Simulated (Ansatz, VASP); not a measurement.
## Two plane-wave programs on BaTiO3

```
Ba Ti O
1.0
     3.94810    0.00000    0.00000
     0.00000    2.83018    2.88592
     0.00000   -2.83018    2.88592
Ba Ti O
1 1 3
Direct
  0.00000 0.00808 0.00808
  0.50000 0.51971 0.51971
  0.00000 0.49163 0.49163
  0.50000 0.49381 0.98300
  0.50000 0.98300 0.49381
```

Change from the starting cell: strain -0.0150 x Voigt [1, 1, 0, 0, 0, 0], atoms carried along.

Alike in both runs: task single point; functional PBE; k mesh 6 × 6 × 6; occupations gaussian, width 0.05 eV; no spin polarisation; Hubbard terms Ti d U = 4.0 eV.

```csv
,VASP,Ansatz
version,VASP 6.6.1,Ansatz 0.2.0
potentials or method,"VASP PAW PBE potentials, release 64 (Ba_sv, Ti_sv, O), cutoff 520 eV","scalar-relativistic, plane waves, PAW"
valence electrons in the cell,40,40
```

|  | VASP | Ansatz | Ansatz less VASP |
| --- | --- | --- | --- |
| gap on the k mesh at the Fermi level (eV) | 2.55 | 2.58 | +0.030 |
| least direct gap on the mesh (eV) | 2.93 | 2.94 | +0.017 |
| pressure (GPa) | 9.0 | 5.2 | -3.88 |
| traceless stress, the component that is largest in VASP (GPa) | -2.50 | -2.29 | +0.216 |
| rms of the force components (eV/Å) | 0.320 | 0.094 | -0.2261 |

The programs project onto different local orbitals, so the same U acts differently, and such runs can settle in different states. Atom by atom the forces differ by 0.229 eV/Å (rms over components).

Neither program's run includes spin-orbit coupling.
